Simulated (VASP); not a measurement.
# ZnS (fl.b) (F-43m) in VASP: notebook

The runs below take ZnS (fl.b) through single point, with LDA.

Program: VASP 6.6.1. These are calculated values, not measurements. Logs are shortened: lines on timing, memory, paths and dates and some standing lists are left out, and cuts for length are marked.

## Step 1: The cell of the first run

The structure is cubic, space group F-43m (No. 216). The conventional cell has a = 5.370 Å, b = 5.370 Å, c = 5.370 Å, α = 90.00°, β = 90.00°, γ = 90.00°. Zn (site symmetry -43m) has 4 S at 2.33 Å within 3.1 Å. S (site symmetry -43m) has 4 Zn at 2.33 Å within 3.1 Å.

## Step 2: Single point, LDA

File INCAR:

```
  ALGO = Normal
  EDIFF = 1E-6
  ENCUT = 500
  GGA_COMPAT = False
  ISIF = 2
  ISMEAR = 0
  LASPH = True
  LCHARG = False
  LREAL = False
  LWAVE = False
  NBANDS = 16
  NELM = 120
  PREC = Accurate
  SIGMA = 0.1
```

File KPOINTS:

```
k-points
0
Gamma
  6 6 6
```

File POSCAR:

```
ZnS
1.0
    0.0000000000      2.6850000000      2.6850000000
    2.6850000000      0.0000000000      2.6850000000
    2.6850000000      2.6850000000      0.0000000000
Zn S
1 1
Direct
    0.0000000000      0.0000000000      0.0000000000
    0.2500000000      0.2500000000      0.2500000000
```

Potentials or basis: VASP PAW LDA potentials, release 64 (Zn, S).

Launch:

```bash
cat potpaw_LDA.64/Zn/POTCAR potpaw_LDA.64/S/POTCAR > POTCAR
mpirun -np 1 vasp_std > vasp.out
```

OUTCAR:

```text
EDIFF = 1E-6
   ENCUT = 500
   ISIF = 2
   ISMEAR = 0
   LASPH = True
   LREAL = False
   NELM = 120
   PREC = Accurate

 ion  position               nearest neighbor table
   1  0.000  0.000  0.000-   2 2.33   2 2.33   2 2.33   2 2.33
   2  0.250  0.250  0.250-   1 2.33   1 2.33   1 2.33   1 2.33

  LATTYP: Found a face centered cubic cell.
 ALAT       =     5.3700000000

  Lattice vectors:

 A1 = (   0.0000000000,   2.6850000000,   2.6850000000)
 A2 = (   2.6850000000,   0.0000000000,   2.6850000000)
 A3 = (   2.6850000000,   2.6850000000,   0.0000000000)

Analysis of symmetry for initial positions (statically):
=====================================================================
 Subroutine PRICEL returns:
 Original cell was already a primitive cell.

 Routine SETGRP: Setting up the symmetry group for a
 face centered cubic supercell.

 Subroutine GETGRP returns: Found 24 space group operations
 (whereof 24 operations were pure point group operations)
 out of a pool of 48 trial point group operations.

The static configuration has the point symmetry T_d .

Analysis of symmetry for dynamics (positions and initial velocities):
=====================================================================
 Subroutine PRICEL returns:
 Original cell was already a primitive cell.

 Routine SETGRP: Setting up the symmetry group for a
 face centered cubic supercell.

 Subroutine GETGRP returns: Found 24 space group operations
 (whereof 24 operations were pure point group operations)
 out of a pool of 48 trial point group operations.

The dynamic configuration has the point symmetry T_d .

 Subroutine INISYM returns: Found 24 space group operations
 (whereof 24 operations are pure point group operations),
 and found     1 'primitive' translations

----------------------------------------------------------------------------------------

                                     Primitive cell

  volume of cell :      38.7135

  direct lattice vectors                    reciprocal lattice vectors
     0.000000000  2.685000000  2.685000000    -0.186219739  0.186219739  0.186219739
     2.685000000  0.000000000  2.685000000     0.186219739 -0.186219739  0.186219739
     2.685000000  2.685000000  0.000000000     0.186219739  0.186219739 -0.186219739

  length of vectors
     3.797163415  3.797163415  3.797163415     0.322542050  0.322542050  0.322542050

[... 68 lines left out ...]
   LASPH  =      T    aspherical Exc in radial PAW
   ENCUT  =  500.0 eV  36.75 Ry    6.06 a.u.   6.92  6.92  6.92*2*pi/ulx,y,z
   NELM   =    120;   NELMIN=  2; NELMDL= -5     # of ELM steps
   EDIFF  = 0.1E-05   stopping-criterion for ELM
   LREAL  =      F    real-space projection
   EDIFFG = 0.1E-04   stopping-criterion for IOM
   NSW    =      0    number of steps for IOM
   IBRION =     -1    ionic relax: 0-MD 1-quasi-New 2-CG
   NFREE  =      0    steps in history (QN), initial steepest desc. (CG)
   ISIF   =      2    stress and relaxation
   ISYM   =      2    0-nonsym 1-usesym 2-fastsym
   POTIM  = 0.5000    time-step for ionic-motion
   TEBEG  =    0.0;   TEEND  =   0.0 temperature during run
   PSTRESS=    0.0 pullay stress
   NELECT =      18.0000    total number of electrons
   NUPDOWN=      -1.0000    fix difference up-down
   EMIN   =  10.00;   EMAX   =-10.00  energy-range for DOS
   EFERMI =   0.00;   METHOD = LEGACY
   ISMEAR =     0;   SIGMA  =   0.10  broadening in eV -4-tet -1-fermi 0-gaus
   EFERMI_NEDOS =   21; number of points for ismear=-14 and -15
   IALGO  =     38    algorithm
   IMIX   =      4    mixing-type and parameters
     AMIX     =   0.40;   BMIX     =  1.00
     AMIX_MAG =   1.60;   BMIX_MAG =  1.00
  volume/ion in A,a.u.               =      19.36       130.63
  Fermi-wavevector in a.u.,A,eV,Ry     =   1.268269  2.396681 21.885056  1.608506
  Thomas-Fermi vector in A             =   2.401373
   LORBIT       =      0    0 simple, 1 ext, 2 COOP (PROOUT), +10 PAW based schemes
   GGA     = CA    functional components
   LHFCALC =     F    Hartree Fock is set to
   AEXX    =    0.0000 exact exchange contribution
   IVDW    =     0    specifies the selected vdW correction
   LEPSILON=     F    determine dielectric tensor
   LRPA    =     F    only Hartree local field effects (RPA)
 non-spin polarized calculation
 Gauss-broadening in eV      SIGMA  =   0.10
  energy-cutoff  :      500.00
  volume of cell :       38.71
 maximum number of plane-waves:      1002
   NGX = 13   NGY = 13   NGZ = 13

 number of electron      18.0000012 magnetization

 Free energy of the ion-electron system (eV)
  ---------------------------------------------------
  ext. energy  EPLUGINS =         0.00000000
  ---------------------------------------------------
  free energy    TOTEN  =        -8.19003286 eV

  energy without entropy =       -8.19003286  energy(sigma->0) =       -8.19003286

 E-fermi :   2.6066     XC(G=0): -10.1252

 val. band max:        2.1088822706   @ k =   0.0000   0.0000   0.0000
 cond. band min:       4.0805229851   @ k =   0.0000   0.0000   0.0000
 fundamental gap:      1.9716407145
 Fermi energy:         2.6066473034

 k-point     1 :       0.0000    0.0000    0.0000
  band No.  band energies     occupation
      1     -11.1340      2.00000
      2      -4.4677      2.00000
      3      -4.4677      2.00000
      4      -4.4677      2.00000
      5      -3.9647      2.00000
      6      -3.9647      2.00000
[... 281 lines left out ...]
      3      -4.1718      2.00000
      4      -4.0810      2.00000
      5      -3.9409      2.00000
      6      -3.5835      2.00000
[... 8 lines left out ...]
     15      16.0646      0.00000
     16      16.8819      0.00000

------------------------ aborting loop because EDIFF is reached ----------------------------------------

  FORCE on cell =-STRESS in cart. coord.  units (eV):
  Direction    XX          YY          ZZ          XY          YZ          ZX
  --------------------------------------------------------------------------------------
  -------------------------------------------------------------------------------------
  Total       -0.7319332     -0.7319332     -0.7319332      0.0000000      0.0000000     -0.0000000
  in kB      -30.2913861    -30.2913861    -30.2913861      0.0000000      0.0000000     -0.0000000
  external PRESSURE =     -30.2913861 kB  Pullay stress =       0.0000000 kB

 VOLUME and BASIS-vectors are now :
 -----------------------------------------------------------------------------
  energy-cutoff  :      500.00
  volume of cell :       38.71
      direct lattice vectors                 reciprocal lattice vectors
     0.000000000  2.685000000  2.685000000    -0.186219739  0.186219739  0.186219739
     2.685000000  0.000000000  2.685000000     0.186219739 -0.186219739  0.186219739
     2.685000000  2.685000000  0.000000000     0.186219739  0.186219739 -0.186219739

 POSITION                                       TOTAL-FORCE (eV/Angst)
 -----------------------------------------------------------------------------------
      0.00000      0.00000      0.00000        -0.000000     -0.000000     -0.000000
      1.34250      1.34250      1.34250         0.000000      0.000000      0.000000
 -----------------------------------------------------------------------------------
    total drift:                                0.000001      0.000001      0.000001

  FREE ENERGIE OF THE ION-ELECTRON SYSTEM (eV)
  ---------------------------------------------------
  free  energy   TOTEN  =        -8.1900328614 eV

  energy  without entropy=       -8.1900328614  energy(sigma->0) =       -8.19003286
```

OSZICAR:

```text
N       E                     dE             d eps       ncg     rms          rms(c)
DAV:   1     0.844209151753E+02    0.84421E+02   -0.88471E+03   520   0.133E+03
DAV:   2    -0.303727758412E+01   -0.87458E+02   -0.81336E+02   576   0.255E+02
DAV:   3    -0.856272495911E+01   -0.55254E+01   -0.55029E+01   656   0.620E+01
DAV:   4    -0.862034964687E+01   -0.57625E-01   -0.57617E-01   600   0.658E+00
DAV:   5    -0.862105308028E+01   -0.70343E-03   -0.70343E-03   664   0.688E-01    0.708E+00
DAV:   6    -0.822516593906E+01    0.39589E+00   -0.74124E-01   752   0.307E+01    0.549E+00
DAV:   7    -0.819669306800E+01    0.28473E-01   -0.21921E-01   616   0.472E+00    0.261E+00
DAV:   8    -0.819053509727E+01    0.61580E-02   -0.49598E-03   760   0.112E+00    0.571E-01
DAV:   9    -0.819002067863E+01    0.51442E-03   -0.10679E-03   592   0.245E-01    0.873E-02
DAV:  10    -0.819003579931E+01   -0.15121E-04   -0.82100E-05   624   0.767E-02    0.153E-02
DAV:  11    -0.819003275252E+01    0.30468E-05   -0.81035E-06   792   0.563E-02    0.351E-03
DAV:  12    -0.819003286141E+01   -0.10889E-06   -0.10126E-06   352   0.745E-03
   1 F= -.81900329E+01 E0= -.81900329E+01  d E =-.136010E-13
```

stdout:

```text
POSCAR found type information on POSCAR ZnS
 POSCAR found :  2 types and       2 ions
 scaLAPACK will be used
 LDA part: xc-table for (Slater(with rela. corr.)+CA(PZ))
 , standard interpolation
 POSCAR, INCAR and KPOINTS ok, starting setup
 FFT: planning ... GRIDC
 FFT: planning ... GRID_SOFT
 FFT: planning ... GRID
 WAVECAR not read
 entering main loop
```

Run time: 4 s. Hardware: 1 thread of Intel Xeon 6975P-C (Granite Rapids), shared host; peak memory 0.13 GiB.

Results:

| Quantity | Value |
| --- | --- |
| Free energy | -8.1900 eV |
| Pressure | -3.0 GPa |
| Band gap on the k mesh | 1.97 eV, direct |

Levels at points of the mesh, in eV from the valence-band top:
```
           k point  band 5  band 6  band 7  band 8  band 9  band 10  band 11  band 12  band 13  band 14
(0.00, 0.00, 0.00)   -6.07   -6.07    0.00    0.00    0.00     1.97     6.24     6.24     6.24    11.62
(0.50, 0.00, 0.00)   -6.04   -5.86   -5.51   -0.90   -0.90     3.15     6.78     6.78     8.70    11.94
(0.50, 0.50, 0.00)   -6.00   -5.84   -4.74   -2.32   -2.32     3.15     3.90    10.85    11.91    11.91
```

## Step 3: Single point, LDA

This run uses another cell than the first one, of 18.57 Å³/atom, 0.960 times its volume.

File INCAR:

```
SYSTEM = ZnS
  PREC = Accurate
  ENCUT = 500
  EDIFF = 1E-6
  ISMEAR = 0
  SIGMA = 0.02
  LREAL = .False.
  LASPH = .True.
  NELM = 120
  ALGO = Normal
  ISIF = 2
  LWAVE = .False.
  LCHARG = .False.
  GGA = CA
  NBANDS = 16
  GGA_COMPAT = .False.
```

File KPOINTS:

```
Automatic mesh
0
Gamma
  10 10 10
  0 0 0
```

File POSCAR:

```
ZnS
1.0
    0.0000000000      2.6483452481      2.6483452481
    2.6483452481      0.0000000000      2.6483452481
    2.6483452481      2.6483452481      0.0000000000
Zn S
1 1
Direct
    0.0000000000      0.0000000000      0.0000000000
    0.2500000000      0.2500000000      0.2500000000
```

Potentials or basis: VASP PAW LDA potentials, release 64 (Zn, S).

Launch:

```bash
cat potpaw_LDA.64/Zn/POTCAR potpaw_LDA.64/S/POTCAR > POTCAR
mpirun -np 1 vasp_std > vasp.out
```

It took 9.8 s on 1 thread of Intel Xeon 6975P-C (Granite Rapids), shared host; peak memory 0.15 GiB.

It converged, with:

| Quantity | Value |
| --- | --- |
| Free energy | -8.2078 eV |
| Pressure | 0.2 GPa |
| Band gap on the k mesh | 2.16 eV, direct |

Levels at points of the mesh, in eV from the valence-band top:
| k point | band 6 | band 7 | band 8 | band 9 | band 10 | band 11 | band 12 | band 13 |
| --- | --- | --- | --- | --- | --- | --- | --- | --- |
| (0.00, 0.00, 0.00) | -6.20 | 0.00 | 0.00 | 0.00 | 2.16 | 6.21 | 6.21 | 6.21 |
| (0.50, 0.00, 0.00) | -5.98 | -5.78 | -0.97 | -0.97 | 3.23 | 6.76 | 6.76 | 8.85 |
| (0.50, 0.50, 0.00) | -5.96 | -4.91 | -2.47 | -2.47 | 3.06 | 3.89 | 11.16 | 12.20 |
